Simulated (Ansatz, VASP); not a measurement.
## Se in VASP and in Ansatz

```
Se
1.0
     0.00000    2.97196    2.97196
     2.97196    0.00000    2.97196
     2.97196    2.97196    0.00000
Se
2
Direct
  0.74000 0.92000 0.92000
  0.26000 0.08000 0.08000
```

Change from the starting cell: shortest bond scaled by 0.64, LAPW.

Alike in both runs: task single point; functional LDA; k mesh 9 × 9 × 9; occupations fermi-dirac, width 0.05 eV; no spin polarisation.

|  | VASP | Ansatz |
| --- | --- | --- |
| version | VASP 6.6.1 | Ansatz 0.2.0 |
| potentials or method | VASP PAW LDA potentials, release 64 (Se), cutoff 520 eV | all-electron LAPW, scalar-relativistic |

```tsv
	VASP	Ansatz	Ansatz less VASP
pressure (GPa)	70.8	67.4	-3.42
traceless stress, the component that is largest in VASP (GPa)	-68.67	-65.34	+3.323
rms of the force components (eV/Å)	23.701	22.563	-1.1380
```

LDA's correlation is that of Perdew and Zunger in VASP and of Perdew and Wang (1992) in Ansatz. Atom by atom the forces differ by 1.138 eV/Å (rms over components). Both programs put the cell under a high pressure, so it lies far from rest at this level. Ansatz ran all-electron here, and VASP with PAW potentials.

Noted on VASP's run: the cell as given lies far from equilibrium.
